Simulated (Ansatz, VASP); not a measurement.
# Two plane-wave programs on Y

```
CELL_PARAMETERS angstrom
4.86851 0.00000 0.00000
0.00000 4.86851 0.00000
0.00000 0.00000 4.86851
ATOMIC_POSITIONS crystal
Y 0.50000 0.00000 0.00000
Y 0.00000 0.50000 0.00000
Y 0.00000 0.00000 0.50000
```

Alike in both runs: task single point; functional PBE; k mesh 4 × 4 × 4; occupations gaussian, width 0.1 eV; no spin polarisation.

```csv
,VASP,Ansatz
version,VASP 6.6.1,Ansatz 0.2.0
potentials or method,"VASP PAW PBE potentials, release 64 (Y_sv), cutoff 520 eV","scalar-relativistic, plane waves, PAW"
valence electrons in the cell,33,33
```

```tsv
	VASP	Ansatz	Ansatz less VASP
gap on the k mesh at the Fermi level (eV)	none	none	-
pressure (GPa)	0.1	0.1	+0.09
```

A gap of «none» marks a metal or a gap that the smearing closes.
